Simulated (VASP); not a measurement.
Wanted: the native input for a VASP 6.6.1 run.

```
Task                               : single point
Functional                         : HSE06
Potentials or basis                : VASP PAW PBE potentials, release 64 (Pd)
Cutoff                             : 520 eV
k mesh                             : 6 × 6 × 6
Occupations                        : fermi-dirac, width 0.1 eV
Spin                               : no spin polarisation
Dipole correction                  : no
Grid for exact exchange (PRECFOCK) : Normal
Further INCAR settings             : ALGO = Normal; EDIFF = 1e-07; NBANDS = 11
Screening parameter                : 0.2079 1/Å
```

Pd:

```
Pd
1.0
     0.00000    1.93660    1.93660
     1.93660    0.00000    1.93660
     1.93660    1.93660    0.00000
Pd
1
Direct
  0.00000 0.00000 0.00000
```

One way to write it, as run:

POSCAR

```
Pd
1.0
    0.0000000000      1.9366037178      1.9366037178
    1.9366037178      0.0000000000      1.9366037178
    1.9366037178      1.9366037178      0.0000000000
Pd
1
Direct
    0.0000000000      0.0000000000      0.0000000000
```

INCAR.step1

```
ALGO = Normal
EDIFF = 1E-5
ENCUT = 520
GGA = PE
ISIF = 2
ISMEAR = -1
LASPH = True
LREAL = False
LWAVE = True
NBANDS = 11
NELM = 100
PREC = Accurate
SIGMA = 0.1
```

INCAR.step2

```
ALGO = Normal
EDIFF = 1E-7
ENCUT = 520
GGA = PE
HFSCREEN = 0.2079
ISIF = 2
ISMEAR = -1
ISTART = 1
LASPH = True
LCHARG = True
LELF = True
LHFCALC = True
LREAL = False
LVHAR = True
LWAVE = False
NBANDS = 11
NELM = 100
PREC = Accurate
PRECFOCK = Normal
SIGMA = 0.1
```

KPOINTS

```
k-points
0
Gamma
  6 6 6
```

Potentials or basis: VASP PAW PBE potentials, release 64 (Pd).

The run is started by

```console
$ cat potpaw_PBE.64/Pd/POTCAR > POTCAR
$ cp INCAR.step1 INCAR
$ mpirun -np 1 vasp_std > vasp.out
$ cp INCAR.step2 INCAR
$ mpirun -np 1 vasp_std > vasp.out
```

Results of the run:

```
Pressure               : 4.5 GPa
Band gap on the k mesh : zero (band 5 reaches 9.71 eV, above the bottom of band 6 at 7.42 eV)
```

Caveat: the k points lie up to 0.47 Å⁻¹ apart; the PAW data sets were made with another functional, which shifts forces and pressure a little.

It took 7.2 min on 1 thread of AMD EPYC 9R45 96-Core Processor (Zen 5), on a shared host, peak memory 0.2 GiB.
